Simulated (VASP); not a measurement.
A run of VASP 6.6.1 is set up as follows.

File INCAR:

```
ALGO = Normal
EDIFF = 1E-7
ENCUT = 520
GGA = PE
ISIF = 2
ISMEAR = 0
LASPH = T
LCHARG = F
LREAL = F
LWAVE = F
NBANDS = 16
NELM = 60
PREC = Accurate
SIGMA = 0.05
```

The input KPOINTS:

```
k-points
0
Gamma
  9 9 6
```

POSCAR

```
AlN
1.0
    3.1110021516      0.0000000000      0.0000000000
   -1.5555010758      2.6942068945      0.0000000000
    0.0000000000      0.0000000000      4.8535500000
Al N
2 2
Direct
    0.3333333333      0.6666666667      0.0000000000
    0.6666666667      0.3333333333      0.5000000000
    0.3333333333      0.6666666667      0.3850000000
    0.6666666667      0.3333333333      0.8850000000
```

Potentials or basis: VASP PAW PBE potentials, release 64 (Al, N).

Run with:

```bash
$ cat potpaw_PBE.64/Al/POTCAR potpaw_PBE.64/N/POTCAR > POTCAR
$ mpirun -np 1 vasp_std > vasp.out
```

**Question.** What does it give for the largest force?

**Answer.** 0.176 eV/Å.

**Question.** Predict the band gap on the k mesh.

**Answer.** 4.32 eV, direct.

**Question.** Estimate the pressure.

**Answer.** 9.1 GPa.

Forces in eV/Å, atoms in the order of the input:
```
Al   0.000  0.000 -0.176
Al   0.000  0.000 -0.176
N    0.000  0.000  0.176
N    0.000  0.000  0.176
```

Caveat: the cell differs from its parent crystal (strain +0.000 along x and y, -0.025 along z). A k mesh can miss the band edges.
